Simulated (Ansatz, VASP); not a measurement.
This is a calculation of Ga3Sb for Ansatz 0.2.0.

input.yaml

```yaml
crystal:
  lattice:
    - [-2.1296224639, 2.1296224639, 4.6961452482]
    - [2.1296224639, -2.1296224639, 4.6961452482]
    - [2.1296224639, 2.1296224639, -4.6961452482]
  atoms:
    - { symbol: Sb, position: [0.0, 0.0, 0.0] }
    - { symbol: Ga, position: [0.5, 0.5, 0.0] }
    - { symbol: Ga, position: [0.25, 0.75, 0.5] }
    - { symbol: Ga, position: [0.75, 0.25, 0.5] }
kpoints:
  mp_grid: { grid: [9, 9, 9] }
scf:
  occupations: { method: fermi_dirac, width: 0.05 }
hamiltonian:
  xc: pbesol
  pseudopotentials: { kind: all_electron, lapw: { basis_error: 0.001 } }
output:
  forces: true
  stress: true
  eigenvalues: true
```

Potentials or basis: all-electron LAPW, scalar-relativistic.

The run is started by

```bash
$ ansatz run input.yaml --threads 2 --pin off --max-ram 8192MiB --backend cpu --events-out ev --progress --plain --runs-dir out
```

Q: Translate it to VASP 6.6.1. Potentials there: VASP PAW PBE potentials, release 64 (Sb, Ga_d).

A: As run (the cutoff follows the program's own potentials):

The input INCAR:

```
SYSTEM = Ga3Sb
ALGO = Fast ; EDIFF = 1E-6
ENCUT = 520 ; GGA = PS
ISIF = 2 ; ISMEAR = -1
LASPH = .TRUE. ; LCHARG = .FALSE.
LREAL = .FALSE. ; LWAVE = .FALSE.
NBANDS = 30 ; NELM = 100
PREC = Accurate ; SIGMA = 0.05
```

The input KPOINTS:

```
k-points
0
G
  9 9 9
  0 0 0
```

The input POSCAR:

```
Ga3Sb
1.0
   -2.1296224639      2.1296224639      4.6961452482
    2.1296224639     -2.1296224639      4.6961452482
    2.1296224639      2.1296224639     -4.6961452482
Sb Ga
1 3
Direct
    0.0000000000      0.0000000000      0.0000000000
    0.5000000000      0.5000000000      0.0000000000
    0.2500000000      0.7500000000      0.5000000000
    0.7500000000      0.2500000000      0.5000000000
```

Potentials or basis: VASP PAW PBE potentials, release 64 (Sb, Ga_d).

Command:

```console
$ cat potpaw_PBE.64/Sb/POTCAR potpaw_PBE.64/Ga_d/POTCAR > POTCAR
$ mpirun -np 1 vasp_std > vasp.out
```

Both were run:

|  | VASP | Ansatz | Ansatz less VASP |
| --- | --- | --- | --- |
| gap on the k mesh at the Fermi level (eV) | none | none | - |
| pressure (GPa) | -1.8 | -1.8 | -0.01 |
| traceless stress, the component that is largest in VASP (GPa) | 0.82 | 0.82 | +0.003 |

VASP's potentials were made for PBE, not for PBEsol. A gap of «none» marks a metal or a gap that the smearing closes. Ansatz ran all-electron here, and VASP with PAW potentials.

Spin-orbit coupling is off throughout.
